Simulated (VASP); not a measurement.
# C in VASP: single point with PBEsol

Aim: the single point of C with PBEsol.

Program: VASP 6.6.1. These are calculated values, not measurements. Logs are shortened: lines on timing, memory, paths and dates and some standing lists are left out, and cuts for length are marked.

## 1. The cell of the first run

The cell holds a wire or tube with vacuum around it, 20 atoms: a = 4.259 Å, b = 8.870 Å, c = 25.631 Å, α = 90.00°, β = 90.00°, γ = 90.00°.

## 2. Single point, PBEsol

File INCAR:

```
  ALGO = Normal
  DIPOL = 0.5 0.5 0.500
  EDIFF = 1E-6
  ENCUT = 520
  GGA = PS
  IDIPOL = 3
  ISIF = 2
  ISMEAR = 0
  LASPH = True
  LCHARG = True
  LDIPOL = True
  LELF = True
  LREAL = Auto
  LVACPOTAV = True
  LVHAR = True
  LWAVE = False
  NBANDS = 56
  NELM = 100
  PREC = Accurate
  SIGMA = 0.1
```

File KPOINTS:

```
k-points
0
Gamma
  8 4 1
```

File POSCAR:

```
C
1.0
    4.2587908135      0.0000000000      0.0000000000
    0.0000000000      8.8704720420      0.0000000000
    0.0000000000      0.0000000000     25.6310928235
C
20
Direct
    0.1666666667      0.9615826058      0.2926133525
    0.8333333333      0.9615826058      0.2926133525
    0.6666666667      0.9231652116      0.3386992742
    0.3333333333      0.9231652116      0.3386992742
    0.1666666667      0.8847478174      0.3847851958
    0.8333333333      0.8847478174      0.3847851958
    0.6666666667      0.8463304232      0.4308711175
    0.3333333333      0.8463304232      0.4308711175
    0.1666666667      0.8079130290      0.4769570392
    0.8333333333      0.8079130290      0.4769570392
    0.6666666667      0.7694956348      0.5230429608
    0.3333333333      0.7694956348      0.5230429608
    0.1666666667      0.7310782406      0.5691288825
    0.8333333333      0.7310782406      0.5691288825
    0.6666666667      0.6926608464      0.6152148042
    0.3333333333      0.6926608464      0.6152148042
    0.1666666667      0.6542434522      0.6613007258
    0.8333333333      0.6542434522      0.6613007258
    0.6666666667      0.6158260580      0.7073866475
    0.3333333333      0.6158260580      0.7073866475
```

Potentials or basis: VASP PAW PBE potentials, release 64 (C).

Run with:

```
cat potpaw_PBE.64/C/POTCAR > POTCAR
mpirun -np 1 vasp_std > vasp.out
```

OUTCAR:

```text
EDIFF = 1E-6
   ENCUT = 520
   GGA = PS
   ISIF = 2
   ISMEAR = 0
   LASPH = True
   LREAL = Auto
   NELM = 100
   PREC = Accurate

 ion  position               nearest neighbor table
   1  0.167  0.962  0.293-   2 1.42   4 1.42
   2  0.833  0.962  0.293-   1 1.42   3 1.42
   3  0.667  0.923  0.339-   6 1.42   4 1.42   2 1.42
   4  0.333  0.923  0.339-   5 1.42   3 1.42   1 1.42
   5  0.167  0.885  0.385-   4 1.42   6 1.42   8 1.42
   6  0.833  0.885  0.385-   3 1.42   5 1.42   7 1.42
   7  0.667  0.846  0.431-   8 1.42   6 1.42  10 1.42
   8  0.333  0.846  0.431-   7 1.42   5 1.42   9 1.42
[... 8 lines left out ...]
  17  0.167  0.654  0.661-  16 1.42  18 1.42  20 1.42
  18  0.833  0.654  0.661-  15 1.42  17 1.42  19 1.42
  19  0.667  0.616  0.707-  20 1.42  18 1.42
  20  0.333  0.616  0.707-  19 1.42  17 1.42

  LATTYP: Found a simple orthorhombic cell.
 ALAT       =     4.2587908135
 B/A-ratio  =     2.0828616456
 C/A-ratio  =     6.0183967577

  Lattice vectors:

 A1 = (   4.2587908135,   0.0000000000,   0.0000000000)
 A2 = (   0.0000000000,   8.8704720420,   0.0000000000)
 A3 = (   0.0000000000,   0.0000000000,  25.6310928235)

Analysis of symmetry for initial positions (statically):
=====================================================================
 Subroutine PRICEL returns:
 Original cell was already a primitive cell.

 Routine SETGRP: Setting up the symmetry group for a
 simple orthorhombic supercell.

 Subroutine GETGRP returns: Found  4 space group operations
 (whereof  2 operations were pure point group operations)
 out of a pool of  8 trial point group operations.

The static configuration has the point symmetry C_1h.
 The point group associated with its full space group is C_2h.

Analysis of symmetry for dynamics (positions and initial velocities):
=====================================================================
 Subroutine PRICEL returns:
 Original cell was already a primitive cell.

 Routine SETGRP: Setting up the symmetry group for a
 simple orthorhombic supercell.

 Subroutine GETGRP returns: Found  4 space group operations
 (whereof  2 operations were pure point group operations)
 out of a pool of  8 trial point group operations.

The dynamic configuration has the point symmetry C_1h.
 The point group associated with its full space group is C_2h.

 Subroutine INISYM returns: Found  4 space group operations
 (whereof  2 operations are pure point group operations),
 and found     1 'primitive' translations

----------------------------------------------------------------------------------------

                                     Primitive cell

  volume of cell :     968.2782

  direct lattice vectors                    reciprocal lattice vectors
     4.258790814  0.000000000  0.000000000     0.234808434  0.000000000  0.000000000
     0.000000000  8.870472042  0.000000000     0.000000000  0.112733572  0.000000000
     0.000000000  0.000000000 25.631092824     0.000000000  0.000000000  0.039015114

  length of vectors
     4.258790814  8.870472042 25.631092824     0.234808434  0.112733572  0.039015114

  position of ions in fractional coordinates (direct lattice)
     0.166666667  0.961582606  0.292613352
     0.833333333  0.961582606  0.292613352
     0.666666667  0.923165212  0.338699274
     0.333333333  0.923165212  0.338699274
     0.166666667  0.884747817  0.384785196
     0.833333333  0.884747817  0.384785196
[... 12 lines left out ...]
     0.666666667  0.615826058  0.707386648
     0.333333333  0.615826058  0.707386648

  ion indices of the primitive-cell ions
   primitive index   ion index
                 1           1
                 2           2
                 3           3
                 4           4
                 5           5
                 6           6
[... 12 lines left out ...]
                19          19
                20          20

----------------------------------------------------------------------------------------

 KPOINTS: k-points

Automatic generation of k-mesh.
 Grid dimensions read from file:
 generate k-points for:    8    4    1

 Generating k-lattice:

  Cartesian coordinates                     Fractional coordinates (reciprocal lattice)
     0.029351054  0.000000000  0.000000000     0.125000000  0.000000000  0.000000000
     0.000000000  0.028183393  0.000000000     0.000000000  0.250000000  0.000000000
     0.000000000  0.000000000  0.039015114     0.000000000  0.000000000  1.000000000

  Length of vectors
     0.029351054  0.028183393  0.039015114

  Shift w.r.t. Gamma in fractional coordinates (k-lattice)
     0.000000000  0.000000000  0.000000000

 Subroutine IBZKPT returns following result:
 ===========================================

 Found     15 irreducible k-points:

 Following reciprocal coordinates:
            Coordinates               Weight
  0.000000  0.000000  0.000000      1.000000
  0.125000  0.000000  0.000000      2.000000
  0.250000  0.000000  0.000000      2.000000
  0.375000  0.000000  0.000000      2.000000
  0.500000  0.000000  0.000000      1.000000
  0.000000  0.250000  0.000000      2.000000
  0.125000  0.250000  0.000000      4.000000
  0.250000  0.250000  0.000000      4.000000
  0.375000  0.250000  0.000000      4.000000
  0.500000  0.250000  0.000000      2.000000
  0.000000  0.500000  0.000000      1.000000
  0.125000  0.500000  0.000000      2.000000
  0.250000  0.500000  0.000000      2.000000
  0.375000  0.500000  0.000000      2.000000
  0.500000  0.500000  0.000000      1.000000
   k-points           NKPTS =     15   k-points in BZ     NKDIM =     15   number of bands    NBANDS=     56
   number of dos      NEDOS =    301   number of ions     NIONS =     20
   total plane-waves  NPLWV = 430080
   dimension x,y,z NGX =    32 NGY =   70 NGZ =  192
   dimension x,y,z NGXF=    64 NGYF=  140 NGZF=  384
   ions per type =              20
   NGX,Y,Z   is equivalent  to a cutoff of  12.49, 13.12, 12.45 a.u.
   NGXF,Y,Z  is equivalent  to a cutoff of  24.98, 26.24, 24.91 a.u.
 SYSTEM =  unknown system
   PREC   = accura    normal or accurate (medium, high low for compatibility)
   ISTART =      0    job   : 0-new  1-cont  2-samecut
   ICHARG =      2    charge: 1-file 2-atom 10-const
   ISPIN  =      1    spin polarized calculation?
   LNONCOLLINEAR =      F non collinear calculations
   LSORBIT =      F    spin-orbit coupling
   LASPH  =      T    aspherical Exc in radial PAW
   ENCUT  =  520.0 eV  38.22 Ry    6.18 a.u.   7.92 16.49 47.66*2*pi/ulx,y,z
   NELM   =    100;   NELMIN=  2; NELMDL= -5     # of ELM steps
   EDIFF  = 0.1E-05   stopping-criterion for ELM
   LREAL  =      T    real-space projection
   EDIFFG = 0.1E-04   stopping-criterion for IOM
   NSW    =      0    number of steps for IOM
   IBRION =     -1    ionic relax: 0-MD 1-quasi-New 2-CG
   NFREE  =      0    steps in history (QN), initial steepest desc. (CG)
   ISIF   =      2    stress and relaxation
   ISYM   =      2    0-nonsym 1-usesym 2-fastsym
   POTIM  = 0.5000    time-step for ionic-motion
   TEBEG  =    0.0;   TEEND  =   0.0 temperature during run
   PSTRESS=    0.0 pullay stress
   NELECT =      80.0000    total number of electrons
   NUPDOWN=      -1.0000    fix difference up-down
   EMIN   =  10.00;   EMAX   =-10.00  energy-range for DOS
   EFERMI =   0.00;   METHOD = LEGACY
   ISMEAR =     0;   SIGMA  =   0.10  broadening in eV -4-tet -1-fermi 0-gaus
   EFERMI_NEDOS =   21; number of points for ismear=-14 and -15
   IALGO  =     38    algorithm
   IMIX   =      4    mixing-type and parameters
     AMIX     =   0.40;   BMIX     =  1.00
     AMIX_MAG =   1.60;   BMIX_MAG =  1.00
  volume/ion in A,a.u.               =      48.41       326.71
  Fermi-wavevector in a.u.,A,eV,Ry     =   0.713025  1.347422  6.917266  0.508405
  Thomas-Fermi vector in A             =   1.800555
   LORBIT       =      0    0 simple, 1 ext, 2 COOP (PROOUT), +10 PAW based schemes
   GGA     = PS    functional components
   LHFCALC =     F    Hartree Fock is set to
   AEXX    =    0.0000 exact exchange contribution
   IVDW    =     0    specifies the selected vdW correction
   LEPSILON=     F    determine dielectric tensor
   LRPA    =     F    only Hartree local field effects (RPA)
 non-spin polarized calculation
 Gauss-broadening in eV      SIGMA  =   0.10
  energy-cutoff  :      520.00
  volume of cell :      968.28
 maximum number of plane-waves:     26168
 NGX is ok and might be reduce to    32
   NGX = 15   NGY = 33   NGZ = 95

 dipolmoment           0.000000      0.000000      0.000000 electrons x Angstroem

 number of electron      80.0000001 magnetization

 dipolmoment           0.000000      0.000000     -0.000000 electrons x Angstroem

 Free energy of the ion-electron system (eV)
  ---------------------------------------------------
  ext. energy  EPLUGINS =         0.00000000
  ---------------------------------------------------
  free energy    TOTEN  =      -181.84463694 eV

  energy without entropy =     -181.82556340  energy(sigma->0) =     -181.83510017

 E-fermi :  -3.9832     XC(G=0):  -2.6869

 val. band max:       -3.9908763590   @ k =   0.0000   0.0000   0.0000
 cond. band min:      -3.7677369292   @ k =   0.3750   0.0000   0.0000
 fundamental gap:      0.2231394298
 Fermi energy:        -3.9831559693

 k-point     1 :       0.0000    0.0000    0.0000
  band No.  band energies     occupation
      1     -22.8366      2.00000
      2     -22.2609      2.00000
      3     -21.4004      2.00000
      4     -20.2678      2.00000
      5     -18.8760      2.00000
      6     -17.5561      2.00000
[... 44 lines left out ...]
     51       1.4490      0.00000
     52       1.9130      0.00000

 k-point     2 :       0.1250    0.0000    0.0000
  band No.  band energies     occupation
      1     -22.7440      2.00000
      2     -22.1688      2.00000
      3     -21.3094      2.00000
      4     -20.1785      2.00000
      5     -18.7910      2.00000
      6     -18.4614      2.00000
[... 44 lines left out ...]
     51       1.5765      0.00000
     52       2.0393      0.00000

 k-point     3 :       0.2500    0.0000    0.0000
  band No.  band energies     occupation
      1     -22.4668      2.00000
      2     -21.8934      2.00000
      3     -21.0371      2.00000
      4     -19.9121      2.00000
      5     -19.5750      2.00000
      6     -19.0342      2.00000
[... 44 lines left out ...]
     51       1.7032      0.00000
     52       1.9582      0.00000
[... 551 lines left out ...]
 k-point    14 :       0.3750    0.5000    0.0000
  band No.  band energies     occupation
      1     -22.0067      2.00000
      2     -21.4368      2.00000
      3     -20.5863      2.00000
      4     -20.5531      2.00000
      5     -19.9973      2.00000
      6     -19.4729      2.00000
[... 44 lines left out ...]
     51       1.9838      0.00000
     52       2.4570      0.00000

 k-point    15 :       0.5000    0.5000    0.0000
  band No.  band energies     occupation
      1     -21.3672      2.00000
      2     -21.3672      2.00000
      3     -20.8022      2.00000
      4     -20.8022      2.00000
      5     -19.9620      2.00000
      6     -19.9620      2.00000
[... 44 lines left out ...]
     51       2.8251      0.00000
     52       2.8251      0.00000
 [bands above 52 left out]

------------------------ aborting loop because EDIFF is reached ----------------------------------------

  FORCE on cell =-STRESS in cart. coord.  units (eV):
  Direction    XX          YY          ZZ          XY          YZ          ZX
  --------------------------------------------------------------------------------------
  -------------------------------------------------------------------------------------
  Total      -13.5866298     -0.4956317     -5.1631295      0.0000000      1.4385614      0.0000000
  in kB      -22.4813383     -0.8201051     -8.5432563      0.0000000      2.3803391      0.0000000
  external PRESSURE =     -10.6148999 kB  Pullay stress =       0.0000000 kB

 VOLUME and BASIS-vectors are now :
 -----------------------------------------------------------------------------
  energy-cutoff  :      520.00
  volume of cell :      968.28
      direct lattice vectors                 reciprocal lattice vectors
     4.258790814  0.000000000  0.000000000     0.234808434  0.000000000  0.000000000
     0.000000000  8.870472042  0.000000000     0.000000000  0.112733572  0.000000000
     0.000000000  0.000000000 25.631092824     0.000000000  0.000000000  0.039015114

 POSITION                                       TOTAL-FORCE (eV/Angst)
 -----------------------------------------------------------------------------------
      0.70980      8.52969      7.50000        -6.998971     -0.319641      1.130080
      3.54899      8.52969      7.50000         6.998971     -0.319641      1.130080
      2.83919      8.18891      8.68123        -0.436180      0.320054     -1.119099
      1.41960      8.18891      8.68123         0.436180      0.320054     -1.119099
      0.70980      7.84813      9.86247        -0.631119      0.014244     -0.056082
      3.54899      7.84813      9.86247         0.631119      0.014244     -0.056082
[... 12 lines left out ...]
      2.83919      5.46267     18.13109        -6.998971      0.319641     -1.130080
      1.41960      5.46267     18.13109         6.998971      0.319641     -1.130080
 -----------------------------------------------------------------------------------
    total drift:                                0.000000     -0.000002     -0.000007

  FREE ENERGIE OF THE ION-ELECTRON SYSTEM (eV)
  ---------------------------------------------------
  free  energy   TOTEN  =      -181.8446369376 eV

  energy  without entropy=     -181.8255634045  energy(sigma->0) =     -181.83510017

 vacuum level on the upper side and lower side of the slab         2.039         2.039
```

Run time: 17 min. Hardware: 1 thread of Intel Xeon Platinum 8488C (Sapphire Rapids), shared host; peak memory 1.1 GiB.

What came out:

```yaml
Free_energy: -181.8446 eV
Largest_force: 7.097 eV/Å
Band_gap_on_the_k_mesh: zero (bands 40 and 41 overlap by 0.32 eV)
```

Forces in eV/Å, atoms in the order of the input:
```
C   -6.999 -0.320  1.130
C    6.999 -0.320  1.130
C   -0.436  0.320 -1.119
C    0.436  0.320 -1.119
C   -0.631  0.014 -0.056
C    0.631  0.014 -0.056
C   -0.109 -0.020  0.052
C    0.109 -0.020  0.052
C   -0.007  0.018 -0.062
C    0.007  0.018 -0.062
C   -0.007 -0.018  0.062
C    0.007 -0.018  0.062
C   -0.109  0.020 -0.052
C    0.109  0.020 -0.052
C   -0.631 -0.014  0.056
C    0.631 -0.014  0.056
C   -0.436 -0.320  1.119
C    0.436 -0.320  1.119
C   -6.999  0.320 -1.130
C    6.999  0.320 -1.130
```

Levels at points of the mesh, in eV from the Fermi level:
```
           k point  band 38  band 39  band 40  band 41  band 42  band 43
(0.00, 0.00, 0.00)    -0.98    -0.01     0.27     1.27     1.34     1.38
(0.50, 0.00, 0.00)    -1.69    -0.98    -0.98    -0.04    -0.04     2.71
(0.00, 0.50, 0.00)    -0.98    -0.01     0.27     1.27     1.34     1.38
(0.50, 0.50, 0.00)    -1.69    -0.98    -0.98    -0.04    -0.04     2.71
```

Caveat: the PAW data sets were made with another functional, which shifts forces and pressure a little.

The gap in the log of VASP goes by the Fermi energy; the results here count the filled bands.